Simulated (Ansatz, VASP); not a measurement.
# Two plane-wave programs on ErH3NF3

Contents of INCAR:

```
SYSTEM = ErH3NF3
ALGO = Normal ; EDIFF = 1E-6
ENCUT = 520 ; GGA = PE
ISIF = 2 ; ISMEAR = 0
ISPIN = 2 ; LASPH = .True.
LCHARG = .False. ; LDAU = .True.
LDAUJ = 0 0 0 0 ; LDAUL = 3 -1 -1 -1
LDAUPRINT = 1 ; LDAUTYPE = 2
LDAUU = 5 0 0 0 ; LMAXMIX = 6
LORBIT = 11 ; LREAL = .False.
LWAVE = .False. ; MAGMOM = 3 0 0 0 0 0 0 0
NBANDS = 40 ; NELM = 150
PREC = Accurate ; SIGMA = 0.01
```

The input KPOINTS:

```
k-points
0
Gamma
  1 1 1
  0 0 0
```

The input POSCAR:

```
ErH3NF3
1.0
   12.0500000000      0.0000000000      0.0000000000
    0.0000000000     12.0500000000      0.0000000000
    0.0000000000      0.0000000000     12.0500000000
Er F N H
1 3 1 3
Direct
    0.5434705400      0.4566680500      0.5434705400
    0.6266946100      0.5758273900      0.6266946100
    0.4243112000      0.3734439800      0.6266946100
    0.6266946100      0.3734439800      0.4243112000
    0.4246556000      0.5754829900      0.4246556000
    0.3734439800      0.6266946100      0.4702107900
    0.4702107900      0.6266946100      0.3734439800
    0.3734439800      0.5299278000      0.3734439800
```

Input for Ansatz:

```yaml
crystal:
  lattice:
    - [12.05, 0.0, 0.0]
    - [0.0, 12.05, 0.0]
    - [0.0, 0.0, 12.05]
  atoms:
    - { symbol: Er, position: [0.54347054, 0.45666805, 0.54347054], spin: 3.0 }
    - { symbol: F, position: [0.62669461, 0.57582739, 0.62669461] }
    - { symbol: F, position: [0.4243112, 0.37344398, 0.62669461] }
    - { symbol: F, position: [0.62669461, 0.37344398, 0.4243112] }
    - { symbol: "N", position: [0.4246556, 0.57548299, 0.4246556] }
    - { symbol: H, position: [0.37344398, 0.62669461, 0.47021079] }
    - { symbol: H, position: [0.47021079, 0.62669461, 0.37344398] }
    - { symbol: H, position: [0.37344398, 0.5299278, 0.37344398] }
basis:
  ecutwfc: 420
  ecutrho_ratio: 4
kpoints:
  mp_grid: { grid: [1, 1, 1] }
hamiltonian:
  xc: pbe
  hubbard: { sites: [{ species: Er, l: f, u_eff: 5.0 }] }
scf:
  occupations: { method: gaussian, width: 0.01 }
output:
  forces: true
  eigenvalues: true
  populations: true
  hubbard: { sites: [{ species: Er, l: f }] }
magnetization:
  spin_polarized: true
```

Alike in both runs: task single point; functional PBE; k mesh 1 × 1 × 1; occupations gaussian, width 0.01 eV; collinear spin; Hubbard terms Er f U = 5.0 eV.

```csv
,VASP,Ansatz
version,VASP 6.6.1,Ansatz 0.2.0
potentials or method,"VASP PAW PBE potentials, release 64 (Er, F, N, H), cutoff 520 eV","scalar-relativistic, plane waves, PAW"
valence electrons in the cell,51,51
```

```csv
,VASP,Ansatz,Ansatz less VASP
gap on the k mesh at the Fermi level (eV),2.70,4.43,+1.728
rms of the force components (eV/Å),0.125,0.122,-0.0033
net moment per atom (μB),0.38,0.38,0.000
```

The programs project onto different local orbitals, so the same U acts differently, and such runs can settle in different states. Atom by atom the forces differ by 0.047 eV/Å (rms over components). Ansatz's warnings: symmetry narrowed by open shell.

Neither program's run includes spin-orbit coupling. Noted on VASP's run: the magnetic or orbital state may not be the lowest.
